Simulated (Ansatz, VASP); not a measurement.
**Zr3S2: VASP beside Ansatz**

```
Zr S
1.0
     4.82911   -1.64684    0.00000
     4.82911    1.64684    0.00000
    -3.13718    0.00000    5.97097
Zr S
3 2
Direct
  0.32281 0.32281 0.81003
  0.67719 0.67719 0.18997
  0.50000 0.50000 0.50000
  0.04751 0.04751 0.82433
  0.95249 0.95249 0.17567
```

Change from the starting cell: the structure that the rattled cell fell into.

Alike in both runs: task single point; functional PBE; k mesh 6 × 6 × 4; occupations gaussian, width 0.1 eV; collinear spin.

|  | VASP | Ansatz |
| --- | --- | --- |
| version | VASP 6.6.1 | Ansatz 0.2.0 |
| potentials or method | VASP PAW PBE potentials, release 64 (Zr_sv, S), cutoff 520 eV | scalar-relativistic, plane waves, PAW |
| valence electrons in the cell | 48 | 48 |

Ansatz gave:

```
gap on the k mesh at the Fermi level (eV)                     : none
pressure (GPa)                                                : -0.1
traceless stress, the component that is largest in VASP (GPa) : 0.24
rms of the force components (eV/Å)                            : 0.021
net moment per atom (μB)                                      : 0.00
```

**Question.** Which values does VASP return?

**Answer.** gap on the k mesh at the Fermi level (eV): none; pressure (GPa): -0.1; traceless stress, the component that is largest in VASP (GPa): 0.25; rms of the force components (eV/Å): 0.023; net moment per atom (μB): 0.00.

Atom by atom the forces differ by 0.003 eV/Å (rms over components). A gap of «none» marks a metal or a gap that the smearing closes. Ansatz's warnings: seeded moment not kept.
